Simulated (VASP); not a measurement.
## AlGaAs2: single point with HSE06

Crystal: AlGaAs2.

```
CELL_PARAMETERS angstrom
3.74673 0.00000 0.00000
0.00000 3.74673 0.00000
0.00000 0.00000 5.30000
ATOMIC_POSITIONS crystal
Al 0.00000 0.00000 0.00000
As 0.00000 0.00000 0.50000
As 0.50000 0.50000 0.00000
Ga 0.50000 0.50000 0.50000
```

```
Program             : VASP 6.6.1
Task                : single point
Functional          : HSE06
Potentials or basis : VASP PAW PBE potentials, release 64 (Al, As, Ga_d)
Cutoff              : 520 eV
k mesh              : 4 × 4 × 2
Occupations         : fermi-dirac, width 0.02 eV
Spin                : no spin polarisation
```

```json
{
  "Pressure": "-0.1 GPa",
  "Band gap on the k mesh": "zero (bands 13 and 14 overlap by 3.28 eV)"
}
```

Stress tensor (GPa, compression positive):
```
 4.70  0.00  0.00
 0.00  4.70  0.00
 0.00  0.00 -9.84
```

Levels at points of the mesh, in eV from the Fermi level:
| k point | band 9 | band 10 | band 11 | band 12 | band 13 | band 14 | band 15 | band 16 | band 17 | band 18 |
| --- | --- | --- | --- | --- | --- | --- | --- | --- | --- | --- |
| (0.00, 0.00, 0.00) | -3.23 | -3.22 | -3.22 | -0.14 | -0.07 | -0.07 | 1.63 | 3.10 | 7.09 | 7.09 |
| (0.50, 0.00, 0.00) | -6.37 | -4.12 | -4.00 | -0.89 | -0.27 | 2.17 | 2.35 | 4.45 | 4.80 | 6.28 |
| (0.50, 0.50, 0.00) | -6.68 | -3.87 | -3.16 | -3.15 | -3.14 | -3.14 | -2.17 | 3.20 | 3.20 | 11.56 |
| (0.00, 0.00, 0.50) | -3.88 | -2.05 | -2.05 | -1.94 | -1.94 | 0.56 | 1.06 | 3.98 | 4.95 | 7.71 |
| (0.50, 0.00, 0.50) | -8.22 | -0.62 | -0.56 | 0.05 | 0.14 | 3.15 | 3.21 | 3.22 | 3.37 | 3.47 |
| (0.50, 0.50, 0.50) | -5.53 | -5.41 | -5.41 | -5.32 | -5.32 | 2.95 | 3.12 | 4.66 | 4.96 | 7.53 |

Run time: 23 min on 1 thread of Intel Xeon 8259CL, on a shared host, peak memory 0.31 GiB.

Caveat: the k points lie up to 0.59 Å⁻¹ apart, too coarse for converged energies and pressures of a metal; the PAW data sets were made with another functional, which shifts forces and pressure a little.
